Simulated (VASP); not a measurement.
AlPt:

```xyz
2
Lattice="3.0915 0.0000 0.0000 0.0000 3.0915 0.0000 0.0000 0.0000 3.0915" Properties=species:S:1:pos:R:3 pbc="T T T"
Al    0.0000    0.0000    0.0000
Pt    1.5458    1.5458    1.5458
```

* Program: VASP 6.6.1
* Task: relaxation of cell and atoms
* Functional: PBEsol
* Dispersion: D3(BJ)
* Potentials or basis: VASP PAW PBE potentials, release 64 (Al, Pt)
* Cutoff: 600 eV
* k mesh: 9 × 9 × 9, shifted
* Occupations: fermi-dirac, width 0.3 eV
* Spin: no spin polarisation

At the start: pressure -11.3 GPa; volume 14.77 Å³/atom.

Problem. How do energy, volume and symmetry change on relaxing?

Solution. Over 4 steps the energy falls by 31.7 meV/atom and the volume is 13.93 Å³/atom (-5.7 %); space group Pm-3m (No. 221, to 0.05 Å).

Step by step:
```csv
step,energy change (eV),largest force (eV/Å),pressure (GPa),volume (Å³)
1,0.0000,0.0000,-11.26,29.55
2,0.1216,0.0000,25.79,25.33
3,-0.0634,0.0000,-0.34,27.89
4,-0.0634,0.0000,-0.05,27.85
```

Final structure:
```xyz
2
Lattice="3.0312 0.0000 0.0000 0.0000 3.0312 0.0000 0.0000 0.0000 3.0312" Properties=species:S:1:pos:R:3 pbc="T T T"
Al    0.0000    0.0000    0.0000
Pt    1.5156    1.5156    1.5156
```

Caveat: the PAW data sets were made with another functional, which shifts forces and pressure a little; pairwise dispersion overbinds metals, which lowers pressure and volume.
